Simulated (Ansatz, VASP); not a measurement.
One calculation of Fe, two programs

Contents of INCAR:

```
SYSTEM = Fe
  ALGO = Normal
  EDIFF = 1E-8
  ENCUT = 520
  GGA = PE
  ISIF = 2
  ISMEAR = 0
  ISPIN = 2
  LASPH = .True.
  LCHARG = .False.
  LEFG = .True.
  LMAXMIX = 4
  LORBIT = 11
  LREAL = .False.
  LWAVE = .False.
  MAGMOM = 2.43
  NBANDS = 14
  NELM = 150
  PREC = Accurate
  SIGMA = 0.05
```

The input KPOINTS:

```
k-points
0
Gamma
  22 22 22
  0 0 0
```

The input POSCAR:

```
Fe
1.0
   -1.4430000000      1.4430000000      1.4430000000
    1.4430000000     -1.4430000000      1.4430000000
    1.4430000000      1.4430000000     -1.4430000000
Fe
1
Direct
    0.0000000000      0.0000000000      0.0000000000
```

Input for Ansatz:

```yaml
crystal:
  lattice:
    - [-1.443, 1.443, 1.443]
    - [1.443, -1.443, 1.443]
    - [1.443, 1.443, -1.443]
  atoms:
    - { symbol: Fe, position: [0.0, 0.0, 0.0], spin: 2.43 }
basis:
  ecutwfc: 420
  ecutrho_ratio: 4
kpoints:
  mp_grid: { grid: [22, 22, 22] }
hamiltonian:
  xc: pbe
scf:
  occupations: { method: gaussian, width: 0.05 }
output:
  forces: true
  stress: true
  eigenvalues: true
  populations: true
  efg: { contact_densities: true, quadrupole_moments_barn: { Fe: 0.16 } }
magnetization:
  spin_polarized: true
```

Alike in both runs: task electric field gradients; functional PBE; k mesh 22 × 22 × 22; occupations gaussian, width 0.05 eV; collinear spin.

```csv
,VASP,Ansatz
version,VASP 6.6.1,Ansatz 0.2.0
potentials or method,"VASP PAW PBE potentials, release 64 (Fe), cutoff 520 eV","scalar-relativistic, plane waves, PAW"
valence electrons in the cell,8,16
```

```csv
,VASP,Ansatz,Ansatz less VASP
gap on the k mesh at the Fermi level (eV),none,none,-
pressure (GPa),-9.2,-9.6,-0.43
net moment per atom (μB),2.30,2.26,-0.036
size of the moment on the site where the two differ most (μB),2.30,2.32,+0.012
```

Site moments also hang on the region over which each program counts them. A gap of «none» marks a metal or a gap that the smearing closes. VASP's potentials hold 8 valence electrons a cell and Ansatz's 16, so a difference there can come from the potentials and not from the codes.
